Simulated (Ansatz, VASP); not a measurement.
# Two plane-wave programs on Si2As

```
Si As
1.0
     4.79239    0.00000    0.00000
    -2.39620    4.15034    0.00000
     0.00000    0.00000    2.55178
Si As
2 1
Direct
  0.33333 0.66667 0.00000
  0.66667 0.33333 0.00000
  0.00000 0.00000 0.00000
```

Alike in both runs: functional PBE; k mesh 5 × 5 × 6; occupations gaussian, width 0.2 eV; no spin polarisation.

Ansatz relaxed the structure, and its values are those at the end. VASP's run is a single point on that final structure, the one shown.

|  | VASP | Ansatz |
| --- | --- | --- |
| version | VASP 6.6.1 | Ansatz 0.2.0 |
| potentials or method | VASP PAW PBE potentials, release 64 (Si, As), cutoff 500 eV | scalar-relativistic, plane waves, PAW |
| valence electrons in the cell | 13 | 23 |

Ansatz gave:

- gap on the k mesh at the Fermi level (eV): none
- pressure (GPa): -0.1

What did VASP give for the same quantities?

gap on the k mesh at the Fermi level (eV): none; pressure (GPa): 0.0.

A gap of «none» marks a metal or a gap that the smearing closes. VASP's potentials hold 13 valence electrons a cell and Ansatz's 23, so a difference there can come from the potentials and not from the codes.

The k mesh is coarse, so the values compare programs but aren't converged.
